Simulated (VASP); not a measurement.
# CdTe (F-43m) in VASP: notebook, part 2 of 2

VASP 6.6.1. Earlier steps stand in the parts before.

## 5. Single point, PBE

The input, INCAR:

```
SYSTEM = CdTe
  ALGO = Normal
  EDIFF = 1E-6
  ENCUT = 500
  GGA = PE
  GGA_COMPAT = .FALSE.
  ISIF = 2
  ISMEAR = 0
  LASPH = .TRUE.
  LCHARG = .FALSE.
  LREAL = .FALSE.
  LWAVE = .FALSE.
  NBANDS = 16
  NELM = 120
  PREC = Accurate
  SIGMA = 0.02
```

The input, KPOINTS:

```
k-points
0
G
  8 8 8
  0 0 0
```

The input, POSCAR:

```
CdTe
1.0
    0.0000000000      3.2050000000      3.2050000000
    3.2050000000      0.0000000000      3.2050000000
    3.2050000000      3.2050000000      0.0000000000
Cd Te
1 1
Direct
    0.0000000000      0.0000000000      0.0000000000
    0.2500000000      0.2500000000      0.2500000000
```

Potentials or basis: VASP PAW PBE potentials, release 64 (Cd, Te).

Launch:

```bash
> cat potpaw_PBE.64/Cd/POTCAR potpaw_PBE.64/Te/POTCAR > POTCAR
> mpirun -np 1 vasp_std > vasp.out
```

OUTCAR:

```text
SYSTEM = CdTe
   EDIFF = 1E-6
   ENCUT = 500
   GGA = PE
   ISIF = 2
   ISMEAR = 0
   LASPH = .TRUE.
   LREAL = .FALSE.
   NELM = 120
   PREC = Accurate

 ion  position               nearest neighbor table
   1  0.000  0.000  0.000-   2 2.78   2 2.78   2 2.78   2 2.78
   2  0.250  0.250  0.250-   1 2.78   1 2.78   1 2.78   1 2.78

  LATTYP: Found a face centered cubic cell.
 ALAT       =     6.4100000000

  Lattice vectors:

 A1 = (   0.0000000000,   3.2050000000,   3.2050000000)
 A2 = (   3.2050000000,   0.0000000000,   3.2050000000)
 A3 = (   3.2050000000,   3.2050000000,   0.0000000000)

Analysis of symmetry for initial positions (statically):
=====================================================================
 Subroutine PRICEL returns:
 Original cell was already a primitive cell.

 Routine SETGRP: Setting up the symmetry group for a
 face centered cubic supercell.

 Subroutine GETGRP returns: Found 24 space group operations
 (whereof 24 operations were pure point group operations)
 out of a pool of 48 trial point group operations.

The static configuration has the point symmetry T_d .

Analysis of symmetry for dynamics (positions and initial velocities):
=====================================================================
 Subroutine PRICEL returns:
 Original cell was already a primitive cell.

 Routine SETGRP: Setting up the symmetry group for a
 face centered cubic supercell.

 Subroutine GETGRP returns: Found 24 space group operations
 (whereof 24 operations were pure point group operations)
 out of a pool of 48 trial point group operations.

The dynamic configuration has the point symmetry T_d .

 Subroutine INISYM returns: Found 24 space group operations
 (whereof 24 operations are pure point group operations),
 and found     1 'primitive' translations

----------------------------------------------------------------------------------------

                                     Primitive cell

  volume of cell :      65.8437

  direct lattice vectors                    reciprocal lattice vectors
     0.000000000  3.205000000  3.205000000    -0.156006240  0.156006240  0.156006240
     3.205000000  0.000000000  3.205000000     0.156006240 -0.156006240  0.156006240
     3.205000000  3.205000000  0.000000000     0.156006240  0.156006240 -0.156006240

  length of vectors
     4.532554467  4.532554467  4.532554467     0.270210734  0.270210734  0.270210734

  position of ions in fractional coordinates (direct lattice)
     0.000000000  0.000000000  0.000000000
     0.250000000  0.250000000  0.250000000

  ion indices of the primitive-cell ions
   primitive index   ion index
                 1           1
                 2           2

----------------------------------------------------------------------------------------

 KPOINTS: k-points

Automatic generation of k-mesh.
 Grid dimensions read from file:
 generate k-points for:    8    8    8

 Generating k-lattice:

  Cartesian coordinates                     Fractional coordinates (reciprocal lattice)
    -0.019500780  0.019500780  0.019500780     0.125000000  0.000000000  0.000000000
     0.019500780 -0.019500780  0.019500780     0.000000000  0.125000000  0.000000000
     0.019500780  0.019500780 -0.019500780     0.000000000  0.000000000  0.125000000

  Length of vectors
     0.033776342  0.033776342  0.033776342

  Shift w.r.t. Gamma in fractional coordinates (k-lattice)
     0.000000000  0.000000000  0.000000000

 Subroutine IBZKPT returns following result:
 ===========================================

 Found     29 irreducible k-points:

 Following reciprocal coordinates:
            Coordinates               Weight
  0.000000  0.000000  0.000000      1.000000
  0.125000  0.000000  0.000000      8.000000
  0.250000  0.000000  0.000000      8.000000
  0.375000  0.000000  0.000000      8.000000
  0.500000  0.000000  0.000000      4.000000
  0.125000  0.125000  0.000000      6.000000
[... 16 lines left out ...]
  0.500000  0.250000  0.125000     48.000000
 -0.375000  0.250000  0.125000     24.000000
 [... further k-points ...]
   k-points           NKPTS =     29   k-points in BZ     NKDIM =     29   number of bands    NBANDS=     16
   number of dos      NEDOS =    301   number of ions     NIONS =      2
   total plane-waves  NPLWV =  46656
   dimension x,y,z NGX =    36 NGY =   36 NGZ =   36
   dimension x,y,z NGXF=    72 NGYF=   72 NGZF=   72
   ions per type =               1   1
   NGX,Y,Z   is equivalent  to a cutoff of  13.20, 13.20, 13.20 a.u.
   NGXF,Y,Z  is equivalent  to a cutoff of  26.41, 26.41, 26.41 a.u.
 SYSTEM =  CdTe
   PREC   = accura    normal or accurate (medium, high low for compatibility)
   ISTART =      0    job   : 0-new  1-cont  2-samecut
   ICHARG =      2    charge: 1-file 2-atom 10-const
   ISPIN  =      1    spin polarized calculation?
   LNONCOLLINEAR =      F non collinear calculations
   LSORBIT =      F    spin-orbit coupling
   LASPH  =      T    aspherical Exc in radial PAW
   ENCUT  =  500.0 eV  36.75 Ry    6.06 a.u.   8.26  8.26  8.26*2*pi/ulx,y,z
   NELM   =    120;   NELMIN=  2; NELMDL= -5     # of ELM steps
   EDIFF  = 0.1E-05   stopping-criterion for ELM
   LREAL  =      F    real-space projection
   EDIFFG = 0.1E-04   stopping-criterion for IOM
   NSW    =      0    number of steps for IOM
   IBRION =     -1    ionic relax: 0-MD 1-quasi-New 2-CG
   NFREE  =      0    steps in history (QN), initial steepest desc. (CG)
   ISIF   =      2    stress and relaxation
   ISYM   =      2    0-nonsym 1-usesym 2-fastsym
   POTIM  = 0.5000    time-step for ionic-motion
   TEBEG  =    0.0;   TEEND  =   0.0 temperature during run
   PSTRESS=    0.0 pullay stress
   NELECT =      18.0000    total number of electrons
   NUPDOWN=      -1.0000    fix difference up-down
   EMIN   =  10.00;   EMAX   =-10.00  energy-range for DOS
   EFERMI =   0.00;   METHOD = LEGACY
   ISMEAR =     0;   SIGMA  =   0.02  broadening in eV -4-tet -1-fermi 0-gaus
   EFERMI_NEDOS =   21; number of points for ismear=-14 and -15
   IALGO  =     38    algorithm
   IMIX   =      4    mixing-type and parameters
     AMIX     =   0.40;   BMIX     =  1.00
     AMIX_MAG =   1.60;   BMIX_MAG =  1.00
  volume/ion in A,a.u.               =      32.92       222.17
  Fermi-wavevector in a.u.,A,eV,Ry     =   1.062497  2.007828 15.359610  1.128899
  Thomas-Fermi vector in A             =   2.197950
   LORBIT       =      0    0 simple, 1 ext, 2 COOP (PROOUT), +10 PAW based schemes
   GGA     = PE    functional components
   LHFCALC =     F    Hartree Fock is set to
   AEXX    =    0.0000 exact exchange contribution
   IVDW    =     0    specifies the selected vdW correction
   LEPSILON=     F    determine dielectric tensor
   LRPA    =     F    only Hartree local field effects (RPA)
 non-spin polarized calculation
 Gauss-broadening in eV      SIGMA  =   0.02
  energy-cutoff  :      500.00
  volume of cell :       65.84
 maximum number of plane-waves:      1700
 NGX is ok and might be reduce to    36
   NGX = 17   NGY = 17   NGZ = 17

 number of electron      17.9999995 magnetization

 Free energy of the ion-electron system (eV)
  ---------------------------------------------------
  ext. energy  EPLUGINS =         0.00000000
  ---------------------------------------------------
  free energy    TOTEN  =        -4.72669922 eV

  energy without entropy =       -4.72669922  energy(sigma->0) =       -4.72669922

 E-fermi :   2.7589     XC(G=0):  -8.7323

 val. band max:        2.6547453700   @ k =   0.0000   0.0000   0.0000
 cond. band min:       3.5277667960   @ k =   0.0000   0.0000   0.0000
 fundamental gap:      0.8730214260
 Fermi energy:         2.7588500547

 k-point     1 :       0.0000    0.0000    0.0000
  band No.  band energies     occupation
      1      -8.7138      2.00000
      2      -5.7524      2.00000
      3      -5.7524      2.00000
      4      -5.7524      2.00000
      5      -5.4665      2.00000
      6      -5.4665      2.00000
[... 8 lines left out ...]
     15      12.0696      0.00000
     16      12.0696      0.00000

 k-point     2 :       0.1250    0.0000    0.0000
  band No.  band energies     occupation
      1      -8.6510      2.00000
      2      -5.7402      2.00000
      3      -5.7402      2.00000
      4      -5.7053      2.00000
      5      -5.4675      2.00000
      6      -5.4675      2.00000
[... 8 lines left out ...]
     15      11.3240      0.00000
     16      11.3240      0.00000
[... 387 lines left out ...]
      5      -5.4561      2.00000
      6      -5.1379      2.00000
[... 8 lines left out ...]
     15      12.7256      0.00000
     16      13.4370      0.00000

 k-point    24 :      -0.3750    0.2500    0.1250
  band No.  band energies     occupation
      1      -8.2216      2.00000
      2      -5.6556      2.00000
      3      -5.6417      2.00000
      4      -5.4844      2.00000
      5      -5.4609      2.00000
      6      -4.9827      2.00000
[... 8 lines left out ...]
     15      12.8245      0.00000
     16      13.3794      0.00000

 [... further k-points ...]
[... 5 lines left out ...]
  --------------------------------------------------------------------------------------
  -------------------------------------------------------------------------------------
  Total        1.8022957      1.8022957      1.8022957     -0.0000000      0.0000000      0.0000000
  in kB       43.8553460     43.8553460     43.8553460     -0.0000000      0.0000000      0.0000000
  external PRESSURE =      43.8553460 kB  Pullay stress =       0.0000000 kB

 VOLUME and BASIS-vectors are now :
 -----------------------------------------------------------------------------
  energy-cutoff  :      500.00
  volume of cell :       65.84
      direct lattice vectors                 reciprocal lattice vectors
     0.000000000  3.205000000  3.205000000    -0.156006240  0.156006240  0.156006240
     3.205000000  0.000000000  3.205000000     0.156006240 -0.156006240  0.156006240
     3.205000000  3.205000000  0.000000000     0.156006240  0.156006240 -0.156006240

 POSITION                                       TOTAL-FORCE (eV/Angst)
 -----------------------------------------------------------------------------------
      0.00000      0.00000      0.00000        -0.000000     -0.000000     -0.000000
      1.60250      1.60250      1.60250         0.000000      0.000000      0.000000
 -----------------------------------------------------------------------------------
    total drift:                                0.000000      0.000000      0.000000

  FREE ENERGIE OF THE ION-ELECTRON SYSTEM (eV)
  ---------------------------------------------------
  free  energy   TOTEN  =        -4.7266992188 eV

  energy  without entropy=       -4.7266992188  energy(sigma->0) =       -4.72669922
```

OSZICAR:

```text
N       E                     dE             d eps       ncg     rms          rms(c)
DAV:   1     0.101053719390E+03    0.10105E+03   -0.81090E+03   944   0.946E+02
DAV:   2    -0.143108463765E+01   -0.10248E+03   -0.97665E+02  1104   0.237E+02
DAV:   3    -0.492166082049E+01   -0.34906E+01   -0.34851E+01  1128   0.458E+01
DAV:   4    -0.495426141050E+01   -0.32601E-01   -0.32599E-01  1432   0.387E+00
DAV:   5    -0.495436536699E+01   -0.10396E-03   -0.10396E-03  1168   0.186E-01    0.603E+00
DAV:   6    -0.474128751300E+01    0.21308E+00   -0.36880E-01  1112   0.753E+00    0.485E+00
DAV:   7    -0.472549139960E+01    0.15796E-01   -0.11265E-01  1080   0.220E+00    0.180E+00
DAV:   8    -0.472631338802E+01   -0.82199E-03   -0.11517E-02  1040   0.124E+00    0.492E-01
DAV:   9    -0.472660746916E+01   -0.29408E-03   -0.96352E-04  1080   0.339E-01    0.120E-01
DAV:  10    -0.472666424856E+01   -0.56779E-04   -0.11433E-04  1184   0.102E-01    0.558E-02
DAV:  11    -0.472670046695E+01   -0.36218E-04   -0.70329E-05  1064   0.591E-02    0.326E-02
DAV:  12    -0.472669946610E+01    0.10008E-05   -0.29061E-06  1104   0.161E-02    0.205E-02
DAV:  13    -0.472669921881E+01    0.24729E-06   -0.27866E-06  1112   0.961E-03
   1 F= -.47266992E+01 E0= -.47266992E+01  d E =-.113065E-15
```

It took 21 s on 1 thread of AMD EPYC 9R45 (Zen 5), shared host; peak memory 0.18 GiB.

Results:

```
Free energy            : -4.7267 eV
Pressure               : 4.4 GPa
Band gap on the k mesh : 0.87 eV
```

Caveat: the cell stands under pressure; spin-orbit coupling is left out, which moves the levels of the heavy elements.

## 6. Single point, PBE

The input, INCAR:

```
SYSTEM = CdTe
  PREC = Accurate
  ENCUT = 500
  EDIFF = 1E-6
  ISMEAR = 0
  SIGMA = 0.02
  LREAL = .FALSE.
  LASPH = .TRUE.
  NELM = 120
  ALGO = Normal
  ISIF = 2
  LWAVE = .FALSE.
  LCHARG = .TRUE.
  GGA = PE
  LELF = .TRUE.
  LVHAR = .TRUE.
  NBANDS = 16
  GGA_COMPAT = .FALSE.
```

The input, KPOINTS:

```
Automatic mesh
0
G
  12 12 12
  0 0 0
```

POSCAR is that of step 5.

Potentials or basis: VASP PAW PBE potentials, release 64 (Cd, Te).

Launch:

```bash
> cat potpaw_PBE.64/Cd/POTCAR potpaw_PBE.64/Te/POTCAR > POTCAR
> mpirun -np 1 vasp_std > vasp.out
```

Run time: 45 s. Hardware: 1 thread of AMD EPYC 9R45 (Zen 5), shared host; peak memory 0.22 GiB.

The run converged. Its results:

- Free energy: -4.7276 eV
- Pressure: 4.4 GPa
- Band gap on the k mesh: 0.87 eV

Levels at points of the mesh, in eV from the valence-band top:
```
           k point  band 7  band 8  band 9  band 10  band 11  band 12
(0.00, 0.00, 0.00)    0.00    0.00    0.00     0.87     4.58     4.58
(0.50, 0.00, 0.00)   -4.62   -0.83   -0.83     1.85     5.17     5.17
(0.50, 0.50, 0.00)   -4.47   -1.98   -1.98     2.53     2.66     9.03
```

Caveat: the cell stands under pressure; spin-orbit coupling is left out, which moves the levels of the heavy elements. As with any semilocal functional, this PBE gap is likely too small.

## 7. Overview

| k mesh | gap on the mesh (eV) | pressure (GPa) |
| --- | --- | --- |
| 4 × 4 × 4 | 0.86 | 4.6 |
| 6 × 6 × 6 | 0.87 | 4.4 |
| 8 × 8 × 8 | 0.87 | 4.4 |
| 12 × 12 × 12 | 0.87 | 4.4 |

Alike in all rows: task single point; level PBE; potentials or basis VASP PAW PBE potentials, release 64 (Cd, Te); no spin polarisation; cell as given; cutoff (eV) 500; smearing gaussian 0.02 eV.

Caveats: some runs use coarse meshes; spin-orbit coupling is left out, which moves the levels of the heavy elements; the cell stands under pressure (at least some runs).

Total energies depend on the potentials used, so only differences within one code and one set of settings carry meaning.
